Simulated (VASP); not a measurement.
Wanted: the native input for a VASP 6.6.1 run.

```yaml
Task: relaxation of cell and atoms
Functional: PBE
Dispersion: D3(BJ)
Potentials_or_basis: VASP PAW PBE potentials, release 64 (Te, Mo_sv)
Cutoff: 600 eV
k_mesh: 12 × 12 × 2
Occupations: fermi-dirac, width 0.02 eV
Spin: no spin polarisation
Dipole_correction: no
Further_INCAR_settings: ALGO = Normal; EDIFF = 1e-06; IBRION = 2; EDIFFG = -0.005; NSW = 80; ISIF = 3
```

The structure of Te2Mo lies in POSCAR:

```
Te2Mo
1.0
    3.5602328140      0.0000000000      0.0000000000
   -1.7801164070      3.0832520603      0.0000000000
    0.0000000000      0.0000000000     17.5240578200
Te Mo
2 1
Direct
    0.3333333300      0.6666666700      0.8978554500
    0.3333333300      0.6666666700      0.1021445500
    0.0000000000      0.0000000000      0.0000000000
```

The input as run:

INCAR

```
ALGO     = Normal         # electronic algorithm
EDIFF    = 1E-6           # SCF threshold, eV
EDIFFG   = -0.005         # ionic threshold
ENCUT    = 600            # plane-wave cutoff, eV
GGA      = PE             # functional
IBRION   = 2              # ionic algorithm
ISIF     = 3              # what is computed and relaxed
ISMEAR   = -1             # smearing method
IVDW     = 12             # dispersion correction
LASPH    = True           # aspherical terms in the spheres
LCHARG   = False          # write CHGCAR
LREAL    = False          # projectors in reciprocal space
LWAVE    = False          # write WAVECAR
NELM     = 60             # most SCF steps
NSW      = 80             # ionic steps
PREC     = Accurate       # precision mode
SIGMA    = 0.02           # smearing width, eV
```

KPOINTS

```
k-points
0
Gamma
  12 12 2
```

Potentials or basis: VASP PAW PBE potentials, release 64 (Te, Mo_sv).

Command:

```console
$ cat potpaw_PBE.64/Te/POTCAR potpaw_PBE.64/Mo_sv/POTCAR > POTCAR
$ mpirun -np 1 vasp_std > vasp.out
```

Results of the run:

- Relaxed cell: a = 3.502 Å, b = 3.502 Å, c = 17.699 Å, α = 90.00°, β = 90.00°, γ = 120.00°
- Space group after relaxing (to 0.1 Å): P-6m2 (No. 187)
- Energy gained by relaxing: 6.4 meV/atom
- Ionic steps: 16
- Largest force after relaxing: 0.004 eV/Å
- Band gap on the k mesh: 1.19 eV
- Dispersion energy per atom: -0.402 eV

Caveat: there is no dipole correction, which matters where the two faces differ; spin-orbit coupling is left out, which moves the levels of the heavy elements.

It took 30 min on 1 thread of Oxide Virtual Turin-like Processor (shared host), peak memory 0.43 GiB.
